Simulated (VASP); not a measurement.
# Mo16S: single point with PBE

The system is Mo16S, a slab with vacuum.

```
CELL_PARAMETERS angstrom
6.32094 0.00000 0.00000
0.00000 6.32094 0.00000
0.00000 0.00000 20.08839
ATOMIC_POSITIONS crystal
Mo 0.25000 0.25000 0.19912
Mo 0.25000 0.75000 0.19912
Mo 0.75000 0.25000 0.19912
Mo 0.75000 0.75000 0.19912
Mo 0.00000 0.00000 0.27778
Mo 0.00000 0.50000 0.27778
Mo 0.50000 0.00000 0.27778
Mo 0.50000 0.50000 0.27778
Mo 0.25000 0.25000 0.35897
Mo 0.25000 0.75000 0.35897
Mo 0.75000 0.25000 0.35897
Mo 0.75000 0.75000 0.35897
Mo 0.00000 0.00000 0.42753
Mo 0.00000 0.50000 0.42753
Mo 0.50000 0.00000 0.42753
Mo 0.50000 0.50000 0.42753
S 0.18750 0.18750 0.50131
```

```json
{"Program": "VASP 6.6.1", "Task": "single point", "Functional": "PBE", "Potentials or basis": "VASP PAW PBE potentials, release 64 (Mo_sv, S)", "Cutoff": "520 eV", "k mesh": "4 × 4 × 1", "Occupations": "gaussian, width 0.1 eV", "Spin": "no spin polarisation"}
```

The largest force is 2.205 eV/Å. The band gap on the k mesh is zero (bands 115 and 116 overlap by 0.55 eV).

Forces in eV/Å, atoms in the order of the input:
```
Mo   0.027  0.027  1.983
Mo   0.053 -0.001  1.858
Mo  -0.001  0.053  1.858
Mo  -0.039 -0.039  1.746
Mo   0.000  0.000 -1.830
Mo  -0.098  0.049 -1.852
Mo   0.049 -0.098 -1.852
Mo   0.146  0.146 -1.924
Mo   0.314  0.314 -0.279
Mo   0.089 -0.355 -0.246
Mo  -0.355  0.089 -0.246
Mo  -0.594 -0.594 -0.734
Mo  -0.965 -0.965 -0.129
Mo   0.400 -0.246  0.710
Mo  -0.246  0.400  0.710
Mo  -0.338 -0.338  0.228
S    1.559  1.559  0.000
```

Levels at points of the mesh, in eV from the Fermi level:
```csv
k point,band 113,band 114,band 115,band 116,band 117,band 118,band 119,band 120
"(0.00, 0.00, 0.00)",-0.10,-0.03,0.45,0.48,0.72,0.74,0.83,0.92
"(0.50, 0.00, 0.00)",-0.23,-0.19,-0.13,-0.10,-0.01,0.40,0.71,0.71
"(0.50, 0.50, 0.00)",-0.23,-0.13,-0.11,-0.10,-0.09,-0.03,0.18,0.40
```

Run time: 71 min on 1 thread of Intel Xeon 8259CL, with other jobs on the host, peak memory 0.96 GiB.
